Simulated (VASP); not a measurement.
# Bi2Se3 in VASP: further runs

Runs on Bi2Se3. Level: PBEsol. Tasks: single point.

All numbers are computed with VASP 6.6.1; they aren't measurements. Logs are shortened: lines on timing, memory, paths and dates and some standing lists are left out, and cuts for length are marked.

## 1. The cell of the first run

The cell holds a slab with vacuum, 10 atoms: a = 4.130 Å, b = 4.130 Å, c = 31.506 Å, α = 90.00°, β = 90.00°, γ = 120.00°.

## 2. Single point, PBEsol

Contents of INCAR:

```
  ALGO = Normal
  DIPOL = 0.5 0.5 0.500
  EDIFF = 1E-6
  ENCUT = 520
  GGA = PS
  IDIPOL = 3
  ISIF = 2
  ISMEAR = 0
  LASPH = T
  LCHARG = F
  LDIPOL = T
  LREAL = F
  LWAVE = F
  NBANDS = 59
  NELM = 100
  PREC = Accurate
  SIGMA = 0.05
```

Contents of KPOINTS:

```
k-points
0
Gamma
  9 9 1
```

Contents of POSCAR:

```
Bi2Se3
1.0
    4.1303407969      0.0000000000      0.0000000000
   -2.0651703984      3.5769800564      0.0000000000
    0.0000000000      0.0000000000     31.5056190378
Se Bi
6 4
Direct
    0.0000000000      0.0000000000      0.2380527737
    0.6666666667      0.3333333333      0.3485998919
    0.3333333333      0.6666666667      0.4591470101
    0.6666666667      0.3333333333      0.5408529899
    0.3333333333      0.6666666667      0.6514001081
    0.0000000000      0.0000000000      0.7619472263
    0.3333333333      0.6666666667      0.2878051335
    0.0000000000      0.0000000000      0.4093946503
    0.0000000000      0.0000000000      0.5906053497
    0.6666666667      0.3333333333      0.7121948665
```

Potentials or basis: VASP PAW PBE potentials, release 64 (Se, Bi_d).

Run with:

```console
> cat potpaw_PBE.64/Se/POTCAR potpaw_PBE.64/Bi_d/POTCAR > POTCAR
> mpirun -np 1 vasp_std > vasp.out
```

OUTCAR:

```text
EDIFF = 1E-6
   ENCUT = 520
   GGA = PS
   ISIF = 2
   ISMEAR = 0
   LASPH = T
   LREAL = F
   NELM = 100
   PREC = Accurate

 ion  position               nearest neighbor table
   1  0.000  0.000  0.238-   7 2.85   7 2.85   7 2.85
   2  0.667  0.333  0.349-   8 3.06   7 3.06   7 3.06   8 3.06   8 3.06   7 3.06
   3  0.333  0.667  0.459-   8 2.85   8 2.85   8 2.85
   4  0.667  0.333  0.541-   9 2.85   9 2.85   9 2.85
   5  0.333  0.667  0.651-   9 3.06  10 3.06  10 3.06   9 3.06   9 3.06  10 3.06
   6  0.000  0.000  0.762-  10 2.85  10 2.85  10 2.85
   7  0.333  0.667  0.288-   1 2.85   1 2.85   1 2.85   2 3.06   2 3.06   2 3.06
   8  0.000  0.000  0.409-   3 2.85   3 2.85   3 2.85   2 3.06   2 3.06   2 3.06
   9  0.000  0.000  0.591-   4 2.85   4 2.85   4 2.85   5 3.06   5 3.06   5 3.06
  10  0.667  0.333  0.712-   6 2.85   6 2.85   6 2.85   5 3.06   5 3.06   5 3.06

  LATTYP: Found a hexagonal cell.
 ALAT       =     4.1303407969
 C/A-ratio  =     7.6278497555

  Lattice vectors:

 A1 = (   4.1303407969,   0.0000000000,   0.0000000000)
 A2 = (  -2.0651703984,   3.5769800564,   0.0000000000)
 A3 = (   0.0000000000,   0.0000000000,  31.5056190378)

Analysis of symmetry for initial positions (statically):
=====================================================================
 Subroutine PRICEL returns:
 Original cell was already a primitive cell.

 Routine SETGRP: Setting up the symmetry group for a
 hexagonal supercell.

 Subroutine GETGRP returns: Found 12 space group operations
 (whereof 12 operations were pure point group operations)
 out of a pool of 24 trial point group operations.

The static configuration has the point symmetry D_3d.

Analysis of symmetry for dynamics (positions and initial velocities):
=====================================================================
 Subroutine PRICEL returns:
 Original cell was already a primitive cell.

 Routine SETGRP: Setting up the symmetry group for a
 hexagonal supercell.

 Subroutine GETGRP returns: Found 12 space group operations
 (whereof 12 operations were pure point group operations)
 out of a pool of 24 trial point group operations.

The dynamic configuration has the point symmetry D_3d.

 Subroutine INISYM returns: Found 12 space group operations
 (whereof 12 operations are pure point group operations),
 and found     1 'primitive' translations

----------------------------------------------------------------------------------------

                                     Primitive cell

  volume of cell :     465.4686

  direct lattice vectors                    reciprocal lattice vectors
     4.130340797  0.000000000  0.000000000     0.242110772  0.139782720  0.000000000
    -2.065170398  3.576980056  0.000000000     0.000000000  0.279565439  0.000000000
     0.000000000  0.000000000 31.505619038     0.000000000  0.000000000  0.031740370

  length of vectors
     4.130340797  4.130340797 31.505619038     0.279565439  0.279565439  0.031740370

  position of ions in fractional coordinates (direct lattice)
     0.000000000  0.000000000  0.238052774
     0.666666667  0.333333333  0.348599892
     0.333333333  0.666666667  0.459147010
     0.666666667  0.333333333  0.540852990
     0.333333333  0.666666667  0.651400108
     0.000000000  0.000000000  0.761947226
     0.333333333  0.666666667  0.287805134
     0.000000000  0.000000000  0.409394650
     0.000000000  0.000000000  0.590605350
     0.666666667  0.333333333  0.712194866

  ion indices of the primitive-cell ions
   primitive index   ion index
                 1           1
                 2           2
                 3           3
                 4           4
                 5           5
                 6           6
                 7           7
                 8           8
                 9           9
                10          10

----------------------------------------------------------------------------------------

 KPOINTS: k-points

Automatic generation of k-mesh.
 Grid dimensions read from file:
 generate k-points for:    9    9    1

 Generating k-lattice:

  Cartesian coordinates                     Fractional coordinates (reciprocal lattice)
     0.026901197  0.015531413  0.000000000     0.111111111  0.000000000  0.000000000
     0.000000000  0.031062827  0.000000000     0.000000000  0.111111111  0.000000000
     0.000000000  0.000000000  0.031740370     0.000000000  0.000000000  1.000000000

  Length of vectors
     0.031062827  0.031062827  0.031740370

  Shift w.r.t. Gamma in fractional coordinates (k-lattice)
     0.000000000  0.000000000  0.000000000

 Subroutine IBZKPT returns following result:
 ===========================================

 Found     12 irreducible k-points:

 Following reciprocal coordinates:
            Coordinates               Weight
  0.000000  0.000000  0.000000      1.000000
  0.111111  0.000000  0.000000      6.000000
  0.222222  0.000000  0.000000      6.000000
  0.333333  0.000000  0.000000      6.000000
  0.444444  0.000000  0.000000      6.000000
  0.111111  0.111111  0.000000      6.000000
  0.222222  0.111111  0.000000     12.000000
  0.333333  0.111111  0.000000     12.000000
  0.444444  0.111111  0.000000      6.000000
  0.222222  0.222222  0.000000      6.000000
  0.333333  0.222222  0.000000     12.000000
  0.333333  0.333333  0.000000      2.000000
   k-points           NKPTS =     12   k-points in BZ     NKDIM =     12   number of bands    NBANDS=     59
   number of dos      NEDOS =    301   number of ions     NIONS =     10
   total plane-waves  NPLWV = 245760
   dimension x,y,z NGX =    32 NGY =   32 NGZ =  240
   dimension x,y,z NGXF=    64 NGYF=   64 NGZF=  480
   ions per type =               6   4
   NGX,Y,Z   is equivalent  to a cutoff of  12.88, 12.88, 12.66 a.u.
   NGXF,Y,Z  is equivalent  to a cutoff of  25.76, 25.76, 25.33 a.u.
 SYSTEM =  unknown system
   PREC   = accura    normal or accurate (medium, high low for compatibility)
   ISTART =      0    job   : 0-new  1-cont  2-samecut
   ICHARG =      2    charge: 1-file 2-atom 10-const
   ISPIN  =      1    spin polarized calculation?
   LNONCOLLINEAR =      F non collinear calculations
   LSORBIT =      F    spin-orbit coupling
   LASPH  =      T    aspherical Exc in radial PAW
   ENCUT  =  520.0 eV  38.22 Ry    6.18 a.u.   7.68  7.68 58.58*2*pi/ulx,y,z
   NELM   =    100;   NELMIN=  2; NELMDL= -5     # of ELM steps
   EDIFF  = 0.1E-05   stopping-criterion for ELM
   LREAL  =      F    real-space projection
   EDIFFG = 0.1E-04   stopping-criterion for IOM
   NSW    =      0    number of steps for IOM
   IBRION =     -1    ionic relax: 0-MD 1-quasi-New 2-CG
   NFREE  =      0    steps in history (QN), initial steepest desc. (CG)
   ISIF   =      2    stress and relaxation
   ISYM   =      2    0-nonsym 1-usesym 2-fastsym
   POTIM  = 0.5000    time-step for ionic-motion
   TEBEG  =    0.0;   TEEND  =   0.0 temperature during run
   PSTRESS=    0.0 pullay stress
   NELECT =      96.0000    total number of electrons
   NUPDOWN=      -1.0000    fix difference up-down
   EMIN   =  10.00;   EMAX   =-10.00  energy-range for DOS
   EFERMI =   0.00;   METHOD = LEGACY
   ISMEAR =     0;   SIGMA  =   0.05  broadening in eV -4-tet -1-fermi 0-gaus
   EFERMI_NEDOS =   21; number of points for ismear=-14 and -15
   IALGO  =     38    algorithm
   IMIX   =      4    mixing-type and parameters
     AMIX     =   0.40;   BMIX     =  1.00
     AMIX_MAG =   1.60;   BMIX_MAG =  1.00
  volume/ion in A,a.u.               =      46.55       314.11
  Fermi-wavevector in a.u.,A,eV,Ry     =   0.967242  1.827822 12.729024  0.935557
  Thomas-Fermi vector in A             =   2.097111
   LORBIT       =      0    0 simple, 1 ext, 2 COOP (PROOUT), +10 PAW based schemes
   GGA     = PS    functional components
   LHFCALC =     F    Hartree Fock is set to
   AEXX    =    0.0000 exact exchange contribution
   IVDW    =     0    specifies the selected vdW correction
   LEPSILON=     F    determine dielectric tensor
   LRPA    =     F    only Hartree local field effects (RPA)
 non-spin polarized calculation
 Gauss-broadening in eV      SIGMA  =   0.05
  energy-cutoff  :      520.00
  volume of cell :      465.47
 maximum number of plane-waves:     12627
 NGX is ok and might be reduce to    32
   NGX = 15   NGY = 15   NGZ =117

 dipolmoment           0.000000      0.000000      0.000000 electrons x Angstroem

 number of electron      96.0000004 magnetization

 dipolmoment           0.000000      0.000000     -0.000000 electrons x Angstroem

 Free energy of the ion-electron system (eV)
  ---------------------------------------------------
  ext. energy  EPLUGINS =         0.00000000
  ---------------------------------------------------
  free energy    TOTEN  =       -44.00234402 eV

  energy without entropy =      -44.00234402  energy(sigma->0) =      -44.00234402

 E-fermi :   0.8059     XC(G=0):  -6.2151

 val. band max:        0.5594423165   @ k =   0.0000   0.0000   0.0000
 cond. band min:       1.0198488245   @ k =   0.0000   0.0000   0.0000
 fundamental gap:      0.4604065080
 Fermi energy:         0.8058871398

 k-point     1 :       0.0000    0.0000    0.0000
  band No.  band energies     occupation
      1     -22.2094      2.00000
      2     -22.2094      2.00000
      3     -22.2094      2.00000
      4     -22.2094      2.00000
      5     -22.2057      2.00000
      6     -22.2057      2.00000
[... 51 lines left out ...]
     58       3.3214      0.00000
     59       3.4858      0.00000

 k-point     2 :       0.1111    0.0000    0.0000
  band No.  band energies     occupation
      1     -22.2112      2.00000
      2     -22.2112      2.00000
      3     -22.2072      2.00000
      4     -22.2072      2.00000
      5     -22.2064      2.00000
      6     -22.2064      2.00000
[... 51 lines left out ...]
     58       3.6716      0.00000
     59       3.7042      0.00000

 k-point     3 :       0.2222    0.0000    0.0000
  band No.  band energies     occupation
      1     -22.2168      2.00000
      2     -22.2168      2.00000
      3     -22.2119      2.00000
      4     -22.2119      2.00000
      5     -22.1998      2.00000
      6     -22.1998      2.00000
[... 494 lines left out ...]
      5     -22.2041      2.00000
      6     -22.2041      2.00000
[... 51 lines left out ...]
     58       4.9742      0.00000
     59       5.1926      0.00000

 k-point    12 :       0.3333    0.3333    0.0000
  band No.  band energies     occupation
      1     -22.2156      2.00000
      2     -22.2156      2.00000
      3     -22.2110      2.00000
      4     -22.2110      2.00000
      5     -22.2102      2.00000
      6     -22.2102      2.00000
[... 51 lines left out ...]
     58       5.2031      0.00000
     59       5.2096      0.00000

------------------------ aborting loop because EDIFF is reached ----------------------------------------

 vacuum level on the upper side and lower side of the slab       (xc-potential included)        -0.146        -0.146

  FORCE on cell =-STRESS in cart. coord.  units (eV):
  Direction    XX          YY          ZZ          XY          YZ          ZX
  --------------------------------------------------------------------------------------
  -------------------------------------------------------------------------------------
  Total       -0.4651130     -0.4651130     -0.2625427     -0.0000000     -0.0000000      0.0000000
  in kB       -1.6009531     -1.6009531     -0.9036913     -0.0000000     -0.0000000      0.0000000
  external PRESSURE =      -1.3685325 kB  Pullay stress =       0.0000000 kB

 VOLUME and BASIS-vectors are now :
 -----------------------------------------------------------------------------
  energy-cutoff  :      520.00
  volume of cell :      465.47
      direct lattice vectors                 reciprocal lattice vectors
     4.130340797  0.000000000  0.000000000     0.242110772  0.139782720  0.000000000
    -2.065170398  3.576980056  0.000000000     0.000000000  0.279565439  0.000000000
     0.000000000  0.000000000 31.505619038     0.000000000  0.000000000  0.031740370

 POSITION                                       TOTAL-FORCE (eV/Angst)
 -----------------------------------------------------------------------------------
      0.00000      0.00000      7.50000         0.000000     -0.000000      0.089126
      2.06517      1.19233     10.98286         0.000000      0.000000      0.008634
     -0.00000      2.38465     14.46571         0.000000     -0.000000      0.027469
      2.06517      1.19233     17.03991         0.000000      0.000000     -0.027469
     -0.00000      2.38465     20.52276         0.000000      0.000000     -0.008634
      0.00000      0.00000     24.00562         0.000000      0.000000     -0.089126
     -0.00000      2.38465      9.06748        -0.000000     -0.000000     -0.097686
      0.00000      0.00000     12.89823        -0.000000      0.000000     -0.022598
      0.00000      0.00000     18.60739         0.000000     -0.000000      0.022598
      2.06517      1.19233     22.43814         0.000000      0.000000      0.097686
 -----------------------------------------------------------------------------------
    total drift:                                0.000000     -0.000000     -0.000000

  FREE ENERGIE OF THE ION-ELECTRON SYSTEM (eV)
  ---------------------------------------------------
  free  energy   TOTEN  =       -44.0023440222 eV

  energy  without entropy=      -44.0023440222  energy(sigma->0) =      -44.00234402

 vacuum level on the upper side and lower side of the slab         6.113         6.113
```

It took 17 min on 1 thread of Oxide Virtual Turin-like, shared host; peak memory 0.66 GiB.

What came out:

```
Free energy            : -44.0023 eV
Largest force          : 0.098 eV/Å
Band gap on the k mesh : 0.46 eV
```

Forces in eV/Å, atoms in the order of the input:
```
Se   0.000  0.000  0.089
Se   0.000  0.000  0.009
Se   0.000  0.000  0.027
Se   0.000  0.000 -0.027
Se   0.000  0.000 -0.009
Se   0.000  0.000 -0.089
Bi   0.000  0.000 -0.098
Bi   0.000  0.000 -0.023
Bi   0.000  0.000  0.023
Bi   0.000  0.000  0.098
```

Levels at points of the mesh, in eV from the valence-band top:
| k point | band 45 | band 46 | band 47 | band 48 | band 49 | band 50 | band 51 | band 52 |
| --- | --- | --- | --- | --- | --- | --- | --- | --- |
| (0.00, 0.00, 0.00) | -0.96 | -0.89 | -0.82 | 0.00 | 0.46 | 0.75 | 1.71 | 1.71 |

Caveat: the PAW data sets were made with another functional, which shifts forces and pressure a little; spin-orbit coupling is left out, which moves the levels of the heavy elements.

## 3. Single point, PBEsol

Contents of INCAR:

```
SYSTEM = Bi2Se3
PREC = Accurate
ENCUT = 520
EDIFF = 1E-6
ISMEAR = 0
SIGMA = 0.05
LREAL = .FALSE.
LASPH = .TRUE.
NELM = 80
ALGO = Normal
ISIF = 2
LWAVE = .FALSE.
LCHARG = .FALSE.
LDIPOL = .TRUE.
IDIPOL = 3
DIPOL = 0.5 0.5 0.500
GGA = PS
NBANDS = 59
```

Contents of KPOINTS:

```
regular mesh
0
G
  9 9 1
  0 0 0
```

Contents of POSCAR:

```
Bi2Se3
1.0
    4.1303407969      0.0000000000      0.0000000000
   -2.0651703984      3.5769800564      0.0000000000
    0.0000000000      0.0000000000     31.5056190378
Se Bi
6 4
Direct
    0.0000000000      0.0000000000      0.2385912136
    0.6666666667      0.3333333333      0.3487109586
    0.3333333333      0.6666666667      0.4592647841
    0.6666666667      0.3333333333      0.5407350448
    0.3333333333      0.6666666667      0.6512889432
    0.0000000000      0.0000000000      0.7614089297
    0.3333333333      0.6666666667      0.2878291373
    0.0000000000      0.0000000000      0.4094588188
    0.0000000000      0.0000000000      0.5905408130
    0.6666666667      0.3333333333      0.7121713570
```

Potentials or basis: VASP PAW PBE potentials, release 64 (Se, Bi_d).

Run with:

```console
> cat potpaw_PBE.64/Se/POTCAR potpaw_PBE.64/Bi_d/POTCAR > POTCAR
> mpirun -np 1 vasp_std > vasp.out
```

Wall time 18 min (1 thread of Oxide Virtual Turin-like, shared host); peak memory 0.67 GiB.

Results (log left out):

```
Free energy            : -44.0037 eV
Largest force          : 0.020 eV/Å
Band gap on the k mesh : 0.45 eV
```

Forces in eV/Å, atoms in the order of the input:
```
Se   0.000  0.000 -0.015
Se   0.000  0.000  0.002
Se   0.000  0.000  0.020
Se   0.000  0.000 -0.020
Se   0.000  0.000 -0.002
Se   0.000  0.000  0.015
Bi   0.000  0.000  0.009
Bi   0.000  0.000 -0.013
Bi   0.000  0.000  0.013
Bi   0.000  0.000 -0.009
```

Levels at points of the mesh, in eV from the valence-band top:
```csv
k point,band 44,band 45,band 46,band 47,band 48,band 49,band 50,band 51,band 52,band 53
"(0.00, 0.00, 0.00)",-0.96,-0.96,-0.89,-0.83,0.00,0.45,0.76,1.72,1.72,1.88
```

Caveat: the PAW data sets were made with another functional, which shifts forces and pressure a little; spin-orbit coupling is left out, which moves the levels of the heavy elements.
